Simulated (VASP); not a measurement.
# Cr (Im-3m) in VASP: notebook

The runs below take Cr through single point, with PBE.

All numbers are computed with VASP 6.6.1; they aren't measurements. Logs are shortened: lines on timing, memory, paths and dates and some standing lists are left out, and cuts for length are marked.

### Step 1. The cell of the first run

It takes space group Im-3m (No. 229, cubic). Conventional cell: a = 2.949 Å, b = 2.949 Å, c = 2.949 Å, α = 90.00°, β = 90.00°, γ = 90.00°. Cr (site symmetry m-3m) has 14 Cr at 2.55 to 2.95 Å within 3.4 Å.

### Step 2. Single point, PBE, collinear spin, ferromagnetic start (volume scaled by 0.98)

File INCAR:

```
SYSTEM = Cr
ALGO = Fast ; EDIFF = 1E-7
ENCUT = 520 ; GGA = PE
ISIF = 2 ; ISMEAR = -1
ISPIN = 2 ; LASPH = .True.
LCHARG = .False. ; LMAXMIX = 4
LORBIT = 11 ; LREAL = .False.
LWAVE = .False. ; MAGMOM = 3
NBANDS = 16 ; NELM = 150
PREC = Accurate ; SIGMA = 0.05
```

File KPOINTS:

```
k-points
0
Gamma
  12 12 12
  0 0 0
```

File POSCAR:

```
Cr
1.0
   -1.4744866279      1.4744866279      1.4744866279
    1.4744866279     -1.4744866279      1.4744866279
    1.4744866279      1.4744866279     -1.4744866279
Cr
1
Direct
    0.0000000000      0.0000000000      0.0000000000
```

Potentials or basis: VASP PAW PBE potentials, release 64 (Cr_pv).

On the command line:

```console
cat potpaw_PBE.64/Cr_pv/POTCAR > POTCAR
mpirun -np 1 vasp_std > vasp.out
```

OUTCAR:

```text
SYSTEM = Cr
   EDIFF = 1E-7
   ENCUT = 520
   GGA = PE
   ISIF = 2
   ISMEAR = -1
   ISPIN = 2
   LASPH = .True.
   LORBIT = 11
   LREAL = .False.
   NELM = 150
   PREC = Accurate

 ion  position               nearest neighbor table
   1  0.000  0.000  0.000-

  LATTYP: Found a body centered cubic cell.
 ALAT       =     2.9489732558

  Lattice vectors:

 A1 = (  -1.4744866279,   1.4744866279,   1.4744866279)
 A2 = (   1.4744866279,  -1.4744866279,   1.4744866279)
 A3 = (   1.4744866279,   1.4744866279,  -1.4744866279)

Analysis of symmetry for initial positions (statically):
=====================================================================
 Subroutine PRICEL returns:
 Original cell was already a primitive cell.

 Routine SETGRP: Setting up the symmetry group for a
 body centered cubic supercell.

 Subroutine GETGRP returns: Found 48 space group operations
 (whereof 48 operations were pure point group operations)
 out of a pool of 48 trial point group operations.

The static configuration has the point symmetry O_h .

Analysis of symmetry for dynamics (positions and initial velocities):
=====================================================================
 Subroutine PRICEL returns:
 Original cell was already a primitive cell.

 Routine SETGRP: Setting up the symmetry group for a
 body centered cubic supercell.

 Subroutine GETGRP returns: Found 48 space group operations
 (whereof 48 operations were pure point group operations)
 out of a pool of 48 trial point group operations.

The dynamic configuration has the point symmetry O_h .

Analysis of structural, dynamic, and magnetic symmetry:
=====================================================================
 Subroutine PRICEL returns:
 Original cell was already a primitive cell.

 Routine SETGRP: Setting up the symmetry group for a
 body centered cubic supercell.

 Subroutine GETGRP returns: Found 48 space group operations
 (whereof 48 operations were pure point group operations)
 out of a pool of 48 trial point group operations.

The overall configuration has the point symmetry O_h .

 Subroutine INISYM returns: Found 48 space group operations
 (whereof 48 operations are pure point group operations),
 and found     1 'primitive' translations

----------------------------------------------------------------------------------------

                                     Primitive cell

  volume of cell :      12.8228

  direct lattice vectors                    reciprocal lattice vectors
    -1.474486628  1.474486628  1.474486628     0.000000000  0.339101075  0.339101075
     1.474486628 -1.474486628  1.474486628     0.339101075  0.000000000  0.339101075
     1.474486628  1.474486628 -1.474486628     0.339101075  0.339101075  0.000000000

  length of vectors
     2.553885755  2.553885755  2.553885755     0.479561339  0.479561339  0.479561339

  position of ions in fractional coordinates (direct lattice)
     0.000000000  0.000000000  0.000000000

  ion indices of the primitive-cell ions
   primitive index   ion index
                 1           1

----------------------------------------------------------------------------------------

 KPOINTS: k-points

Automatic generation of k-mesh.
 Grid dimensions read from file:
 generate k-points for:   12   12   12

 Generating k-lattice:

  Cartesian coordinates                     Fractional coordinates (reciprocal lattice)
     0.000000000  0.028258423  0.028258423     0.083333333  0.000000000  0.000000000
     0.028258423  0.000000000  0.028258423     0.000000000  0.083333333  0.000000000
     0.028258423  0.028258423  0.000000000     0.000000000  0.000000000  0.083333333

  Length of vectors
     0.039963445  0.039963445  0.039963445

  Shift w.r.t. Gamma in fractional coordinates (k-lattice)
     0.000000000  0.000000000  0.000000000

 Subroutine IBZKPT returns following result:
 ===========================================

 Found     72 irreducible k-points:

 Following reciprocal coordinates:
            Coordinates               Weight
  0.000000  0.000000  0.000000      1.000000
  0.083333  0.000000  0.000000     12.000000
  0.166667  0.000000  0.000000     12.000000
  0.250000  0.000000  0.000000     12.000000
  0.333333  0.000000  0.000000     12.000000
  0.416667  0.000000  0.000000     12.000000
[... 16 lines left out ...]
  0.333333  0.083333  0.083333     24.000000
  0.416667  0.083333  0.083333     12.000000
 [... further k-points ...]
   k-points           NKPTS =     72   k-points in BZ     NKDIM =     72   number of bands    NBANDS=     16
   number of dos      NEDOS =    301   number of ions     NIONS =      1
   total plane-waves  NPLWV =   8000
   dimension x,y,z NGX =    20 NGY =   20 NGZ =   20
   dimension x,y,z NGXF=    40 NGYF=   40 NGZF=   40
   ions per type =               1
   NGX,Y,Z   is equivalent  to a cutoff of  13.02, 13.02, 13.02 a.u.
   NGXF,Y,Z  is equivalent  to a cutoff of  26.04, 26.04, 26.04 a.u.
 SYSTEM =  Cr
   PREC   = accura    normal or accurate (medium, high low for compatibility)
   ISTART =      0    job   : 0-new  1-cont  2-samecut
   ICHARG =      2    charge: 1-file 2-atom 10-const
   ISPIN  =      2    spin polarized calculation?
   LNONCOLLINEAR =      F non collinear calculations
   LSORBIT =      F    spin-orbit coupling
   LASPH  =      T    aspherical Exc in radial PAW
   ENCUT  =  520.0 eV  38.22 Ry    6.18 a.u.   4.75  4.75  4.75*2*pi/ulx,y,z
   NELM   =    150;   NELMIN=  2; NELMDL= -5     # of ELM steps
   EDIFF  = 0.1E-06   stopping-criterion for ELM
   LREAL  =      F    real-space projection
   EDIFFG = 0.1E-05   stopping-criterion for IOM
   NSW    =      0    number of steps for IOM
   IBRION =     -1    ionic relax: 0-MD 1-quasi-New 2-CG
   NFREE  =      0    steps in history (QN), initial steepest desc. (CG)
   ISIF   =      2    stress and relaxation
   ISYM   =      2    0-nonsym 1-usesym 2-fastsym
   POTIM  = 0.5000    time-step for ionic-motion
   TEBEG  =    0.0;   TEEND  =   0.0 temperature during run
   PSTRESS=    0.0 pullay stress
   NELECT =      12.0000    total number of electrons
   NUPDOWN=      -1.0000    fix difference up-down
   EMIN   =  10.00;   EMAX   =-10.00  energy-range for DOS
   EFERMI =   0.00;   METHOD = LEGACY
   ISMEAR =    -1;   SIGMA  =   0.05  broadening in eV -4-tet -1-fermi 0-gaus
   EFERMI_NEDOS =   21; number of points for ismear=-14 and -15
   IALGO  =     68    algorithm
   IMIX   =      4    mixing-type and parameters
     AMIX     =   0.40;   BMIX     =  1.00
     AMIX_MAG =   1.60;   BMIX_MAG =  1.00
  volume/ion in A,a.u.               =      12.82        86.53
  Fermi-wavevector in a.u.,A,eV,Ry     =   1.601306  3.026030 34.887812  2.564182
  Thomas-Fermi vector in A             =   2.698305
   LORBIT       =     11    0 simple, 1 ext, 2 COOP (PROOUT), +10 PAW based schemes
   GGA     = PE    functional components
   LHFCALC =     F    Hartree Fock is set to
   AEXX    =    0.0000 exact exchange contribution
   IVDW    =     0    specifies the selected vdW correction
   LEPSILON=     F    determine dielectric tensor
   LRPA    =     F    only Hartree local field effects (RPA)
 spin polarized calculation
 RMM-DIIS sequential band-by-band and
  energy-cutoff  :      520.00
  volume of cell :       12.82
 maximum number of plane-waves:       370
   NGX =  9   NGY =  9   NGZ =  9

 number of electron      12.0000013 magnetization      -0.0002434

 number of electron      12.0000013 magnetization       0.0000055

 Free energy of the ion-electron system (eV)
  ---------------------------------------------------
  ext. energy  EPLUGINS =         0.00000000
  ---------------------------------------------------
  free energy    TOTEN  =        -9.42309552 eV

  energy without entropy =       -9.41762202  energy(sigma->0) =       -9.42035877

 E-fermi :   9.5178     XC(G=0): -13.0758

 val. band max:        9.4580572451   @ k =  -0.2500   0.3333   0.1667
 cond. band min:       9.5589535680   @ k =   0.4167   0.0833   0.0000
 fundamental gap:      0.1008963230
 Fermi energy:         9.5177953712

 spin component 1

 k-point     1 :       0.0000    0.0000    0.0000
  band No.  band energies     occupation
      1     -33.2870      1.00000
      2     -33.2870      1.00000
      3     -33.2870      1.00000
      4       2.0857      1.00000
      5       8.7730      1.00000
      6       8.7730      1.00000
[... 8 lines left out ...]
     15      37.5776      0.00000
     16      41.2650      0.00000

 k-point     2 :       0.0833    0.0000    0.0000
  band No.  band energies     occupation
      1     -33.3324      1.00000
      2     -33.3013      1.00000
      3     -33.2872      1.00000
      4       2.3626      1.00000
      5       8.6738      1.00000
      6       8.7542      1.00000
[... 8 lines left out ...]
     15      38.0266      0.00000
     16      38.6745      0.00000
[... 387 lines left out ...]
      5       7.4349      1.00000
      6       8.8412      1.00000
[... 8 lines left out ...]
     15      39.0046      0.00000
     16      40.7953      0.00000

 k-point    24 :       0.4167    0.0833    0.0833
  band No.  band energies     occupation
      1     -33.8962      1.00000
      2     -33.5258      1.00000
      3     -33.3317      1.00000
      4       6.0342      1.00000
      5       7.3666      1.00000
      6       9.3146      0.98312
[... 8 lines left out ...]
     15      39.1156      0.00000
     16      40.3561      0.00000

 [... further k-points ...]

 spin component 2

 k-point     1 :       0.0000    0.0000    0.0000
  band No.  band energies     occupation
      1     -33.2870      1.00000
      2     -33.2870      1.00000
      3     -33.2870      1.00000
      4       2.0857      1.00000
      5       8.7730      1.00000
      6       8.7730      1.00000
[... 8 lines left out ...]
     15      37.5776      0.00000
     16      41.8603      0.00000

 k-point     2 :       0.0833    0.0000    0.0000
  band No.  band energies     occupation
      1     -33.3324      1.00000
      2     -33.3013      1.00000
      3     -33.2872      1.00000
      4       2.3626      1.00000
      5       8.6738      1.00000
      6       8.7542      1.00000
[... 8 lines left out ...]
     15      38.0348      0.00000
     16      38.6746      0.00000
[... 387 lines left out ...]
      5       7.4349      1.00000
      6       8.8412      1.00000
[... 8 lines left out ...]
     15      39.0046      0.00000
     16      40.7953      0.00000

 k-point    24 :       0.4167    0.0833    0.0833
  band No.  band energies     occupation
      1     -33.8962      1.00000
      2     -33.5258      1.00000
      3     -33.3317      1.00000
      4       6.0342      1.00000
      5       7.3666      1.00000
      6       9.3146      0.98312
[... 8 lines left out ...]
     15      39.1156      0.00000
     16      40.3561      0.00000

 [... further k-points ...]
[... 5 lines left out ...]
  --------------------------------------------------------------------------------------
  -------------------------------------------------------------------------------------
  Total       -1.7659259     -1.7659259     -1.7659259      0.0000000     -0.0000000      0.0000000
  in kB     -220.6482777   -220.6482777   -220.6482777      0.0000000     -0.0000000      0.0000000
  external PRESSURE =    -220.6482777 kB  Pullay stress =       0.0000000 kB

 VOLUME and BASIS-vectors are now :
 -----------------------------------------------------------------------------
  energy-cutoff  :      520.00
  volume of cell :       12.82
      direct lattice vectors                 reciprocal lattice vectors
    -1.474486628  1.474486628  1.474486628     0.000000000  0.339101075  0.339101075
     1.474486628 -1.474486628  1.474486628     0.339101075  0.000000000  0.339101075
     1.474486628  1.474486628 -1.474486628     0.339101075  0.339101075  0.000000000

 POSITION                                       TOTAL-FORCE (eV/Angst)
 -----------------------------------------------------------------------------------
      0.00000      0.00000      0.00000         0.000000     -0.000000      0.000000
 -----------------------------------------------------------------------------------
    total drift:                                0.000000     -0.000000      0.000000

  FREE ENERGIE OF THE ION-ELECTRON SYSTEM (eV)
  ---------------------------------------------------
  free  energy   TOTEN  =        -9.4230955172 eV

  energy  without entropy=       -9.4176220238  energy(sigma->0) =       -9.42035877

 total charge

# of ion       s       p       d       tot
------------------------------------------
    1        0.403   6.339   4.109  10.851

 magnetization (x)

# of ion       s       p       d       tot
------------------------------------------
    1       -0.000   0.000  -0.000  -0.000
```

Wall time 29 s (1 thread of Intel Xeon 6975P-C, shared host); peak memory 0.14 GiB.

What came out:

```yaml
Free_energy: -9.4231 eV
Pressure: -22.1 GPa
Band_gap_on_the_k_mesh: zero (filled and empty bands overlap)
Net_moment: 0.00 μB per cell
Valence_electrons_inside_the_program's_atomic_spheres: Cr 10.85
```

Caveat: the starting moments collapsed, and a magnetic state may lie lower.

### Step 3. Single point, PBE, collinear spin, ferromagnetic start (volume scaled by 1.02)

File INCAR:

```
PREC = Accurate
ENCUT = 520
EDIFF = 1E-6
ISMEAR = -1
SIGMA = 0.05
LREAL = F
LASPH = T
NELM = 150
ALGO = Fast
ISIF = 2
LWAVE = F
LCHARG = F
ISPIN = 2
MAGMOM = 3
LORBIT = 11
LMAXMIX = 4
GGA = PE
NBANDS = 16
```

File KPOINTS:

```
Automatic mesh
0
Gamma
  12 12 12
```

File POSCAR:

```
Cr
1.0
   -1.4942807567      1.4942807567      1.4942807567
    1.4942807567     -1.4942807567      1.4942807567
    1.4942807567      1.4942807567     -1.4942807567
Cr
1
Direct
    0.0000000000      0.0000000000      0.0000000000
```

Potentials or basis: VASP PAW PBE potentials, release 64 (Cr_pv).

On the command line:

```console
cat potpaw_PBE.64/Cr_pv/POTCAR > POTCAR
mpirun -np 1 vasp_std > vasp.out
```

It took 25 s on 1 thread of Intel Xeon 6975P-C, shared host; peak memory 0.14 GiB.

The run converged. Its results:

- Free energy: -9.3416 eV
- Pressure: -27.7 GPa
- Band gap on the k mesh: zero (filled and empty bands overlap)
- Net moment: 0.00 μB per cell
- Valence electrons inside the program's atomic spheres: Cr 10.78

Levels at points of the mesh, in eV from the Fermi level:
Spin up:
```tsv
k point	band 3	band 4	band 5	band 6	band 7	band 8	band 9	band 10
(0.00, 0.00, 0.00)	-42.84	-7.27	-0.70	-0.70	-0.70	1.00	1.00	7.10
(0.50, 0.00, 0.00)	-42.85	-3.71	-1.96	0.87	0.98	1.26	2.35	7.09
(0.50, 0.50, 0.50)	-43.25	-3.45	-3.45	2.04	2.04	2.04	7.10	9.44
```
Spin down:
```tsv
k point	band 2	band 3	band 4	band 5	band 6	band 7	band 8	band 9	band 10	band 11
(0.00, 0.00, 0.00)	-42.84	-42.84	-7.27	-0.70	-0.70	-0.70	1.00	1.00	7.10	21.20
(0.50, 0.00, 0.00)	-43.03	-42.85	-3.71	-1.96	0.87	0.98	1.26	2.35	7.09	8.38
(0.50, 0.50, 0.50)	-43.25	-43.25	-3.45	-3.45	2.04	2.04	2.04	7.10	9.44	9.44
```

Caveat: the starting moments collapsed, and a magnetic state may lie lower.

### Step 4. Single point, PBE, collinear spin, ferromagnetic start (volume scaled by 1.04)

File INCAR:

```
SYSTEM = Cr
ALGO     = Fast           ! electronic algorithm
EDIFF    = 1E-6           ! SCF threshold, eV
ENCUT    = 520            ! plane-wave cutoff, eV
GGA      = PE             ! functional
ISIF     = 2              ! what is computed and relaxed
ISMEAR   = -1             ! smearing method
ISPIN    = 2              ! spin polarisation
LASPH    = .TRUE.         ! aspherical terms in the spheres
LCHARG   = .TRUE.         ! write CHGCAR
LELF     = .TRUE.         ! ELF
LMAXMIX  = 4              ! l up to which the mixer works
LORBIT   = 11             ! projections on sites
LREAL    = .FALSE.        ! projectors in reciprocal space
LVHAR    = .TRUE.       
LWAVE    = .FALSE.        ! write WAVECAR
MAGMOM   = 3              ! initial moments
NBANDS   = 16             ! bands
NELM     = 150            ! most SCF steps
PREC     = Accurate       ! precision mode
SIGMA    = 0.05           ! smearing width, eV
```

File KPOINTS:

```
k-points
0
G
  12 12 12
  0 0 0
```

File POSCAR:

```
Cr
1.0
   -1.5039841504      1.5039841504      1.5039841504
    1.5039841504     -1.5039841504      1.5039841504
    1.5039841504      1.5039841504     -1.5039841504
Cr
1
Direct
    0.0000000000      0.0000000000      0.0000000000
```

On the command line:

```console
cat potpaw_PBE.64/Cr_pv/POTCAR > POTCAR
mpirun -np 1 vasp_std > vasp.out
```

Run time: 28 s. Hardware: 1 thread of Intel Xeon 6975P-C, shared host; peak memory 0.15 GiB.

Results (log left out):

| Item | Value |
| --- | --- |
| Free energy | -9.2945 eV |
| Pressure | -30.0 GPa |
| Band gap on the k mesh | zero (filled and empty bands overlap) |
| Net moment | 0.00 μB per cell |
| Valence electrons inside the program's atomic spheres | Cr 10.75 |

Levels at points of the mesh, in eV from the Fermi level:
Spin up:
```tsv
k point	band 2	band 3	band 4	band 5	band 6	band 7	band 8	band 9	band 10	band 11
(0.00, 0.00, 0.00)	-42.86	-42.86	-7.19	-0.68	-0.68	-0.68	0.98	0.98	7.10	21.05
(0.50, 0.00, 0.00)	-43.04	-42.86	-3.63	-1.90	0.85	0.95	1.23	2.29	7.08	8.18
(0.50, 0.50, 0.50)	-43.24	-43.24	-3.35	-3.35	1.98	1.98	1.98	7.09	9.29	9.29
```
Spin down:
```tsv
k point	band 3	band 4	band 5	band 6	band 7	band 8	band 9	band 10
(0.00, 0.00, 0.00)	-42.86	-7.19	-0.68	-0.68	-0.68	0.98	0.98	7.10
(0.50, 0.00, 0.00)	-42.86	-3.63	-1.90	0.85	0.95	1.23	2.29	7.08
(0.50, 0.50, 0.50)	-43.24	-3.35	-3.35	1.98	1.98	1.98	7.09	9.29
```

Caveat: the starting moments collapsed, and a magnetic state may lie lower.

(Continued in part 2 of 2.)
